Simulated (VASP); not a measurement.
Input of a VASP 6.6.1 run:

Contents of INCAR:

```
PREC = Accurate ; ENCUT = 520
EDIFF = 1E-6 ; ISMEAR = 0
SIGMA = 0.05 ; LREAL = F
LASPH = T ; NELM = 100
ALGO = Normal ; ISIF = 2
LWAVE = F ; LCHARG = T
GGA = CA ; LELF = T
LVHAR = T ; NBANDS = 11
```

Contents of KPOINTS:

```
Automatic mesh
0
Gamma
  17 17 17
```

Contents of POSCAR:

```
BN
1.0
    0.0000000000      1.8130010000      1.8130010000
    1.8130010000      0.0000000000      1.8130010000
    1.8130010000      1.8130010000      0.0000000000
N B
1 1
Direct
    0.2500000000      0.2500000000      0.2500000000
    0.0000000000      0.0000000000      0.0000000000
```

Potentials or basis: VASP PAW LDA potentials, release 64 (N, B).

Launch:

```console
$ cat potpaw_LDA.64/N/POTCAR potpaw_LDA.64/B/POTCAR > POTCAR
$ mpirun -np 1 vasp_std > vasp.out
```

Q: Predict the pressure.

A: -13.3 GPa.

Q: Predict the band gap on the k mesh.

A: 4.38 eV, indirect (least direct gap 8.64 eV).

A k mesh can miss the band edges.
